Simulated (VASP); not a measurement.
A run of VASP 6.6.1:

File INCAR:

```
PREC = Accurate
ENCUT = 520
EDIFF = 1E-6
ISMEAR = 0
SIGMA = 0.1
LREAL = F
LASPH = T
NELM = 100
ALGO = Normal
ISIF = 2
LWAVE = F
LCHARG = F
GGA = PE
NBANDS = 32
```

The input KPOINTS:

```
Automatic mesh
0
Gamma
  6 6 2
```

The input POSCAR:

```
LiGe2As3
1.0
    3.6844612127     -0.0000000030      0.0000000000
   -1.8422306038      3.1908370109      0.0000000000
    0.0000000000      0.0000000000     10.1566337670
Li Ge As
1 2 3
Direct
    0.0000000000      0.0000000000      0.0000000000
    0.3333333333      0.6666666667      0.3265165792
    0.6666666667      0.3333333333      0.6734834208
    0.6666666667      0.3333333333      0.1838616695
    0.0000000000      0.0000000000      0.5000000000
    0.3333333333      0.6666666667      0.8161383305
```

Potentials or basis: VASP PAW PBE potentials, release 64 (Li_sv, Ge_d, As).

Command:

```sh
$ cat potpaw_PBE.64/Li_sv/POTCAR potpaw_PBE.64/Ge_d/POTCAR potpaw_PBE.64/As/POTCAR > POTCAR
$ mpirun -np 1 vasp_std > vasp.out
```

Hardware: 1 thread of AMD EPYC 9R45 (Zen 5), with other jobs on the host.

Task: How long does it take, and how much memory?

Result: It took 48 s on 1 thread of AMD EPYC 9R45 (Zen 5), with other jobs on the host, peak memory 0.22 GiB. Counts: scf iterations 13, k points 14.
